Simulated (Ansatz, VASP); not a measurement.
# BN: VASP beside Ansatz

```xyz
2
Lattice="2.5247 0.0000 0.0000 -1.2550 2.1906 0.0000 -0.6348 -1.0953 3.0426" Properties=species:S:1:pos:R:3 pbc="T T T"
N     0.6453   -0.3508    2.9969
B     1.2379    2.1525    0.0055
```

Alike in both runs: task single point; functional LDA; k mesh 13 × 13 × 9; occupations fermi-dirac, width 0.05 eV; no spin polarisation.

|  | VASP | Ansatz |
| --- | --- | --- |
| version | VASP 6.6.1 | Ansatz 0.2.0 |
| potentials or method | VASP PAW LDA potentials, release 64 (N, B) | Ansatz PAW |
| plane-wave cutoff (eV) | 520 | 420 |
| valence electrons in the cell | 8 | 8 |

|  | VASP | Ansatz | Ansatz less VASP |
| --- | --- | --- | --- |
| gap on the k mesh at the Fermi level (eV) | 2.64 | 2.66 | +0.019 |
| least direct gap on the mesh (eV) | 4.35 | 4.36 | +0.010 |
| pressure (GPa) | -8.5 | -8.9 | -0.42 |
| traceless stress, the component that is largest in VASP (GPa) | 11.19 | 11.77 | +0.588 |
| rms of the force components (eV/Å) | 1.490 | 1.492 | +0.0020 |

LDA's correlation is that of Perdew and Zunger in VASP and of Perdew and Wang (1992) in Ansatz. Atom by atom the forces differ by 0.002 eV/Å (rms over components).

Noted on Ansatz's run: odd divisions of the mesh miss points on the zone boundary, where band edges often lie, so the gap on the mesh can be too wide.
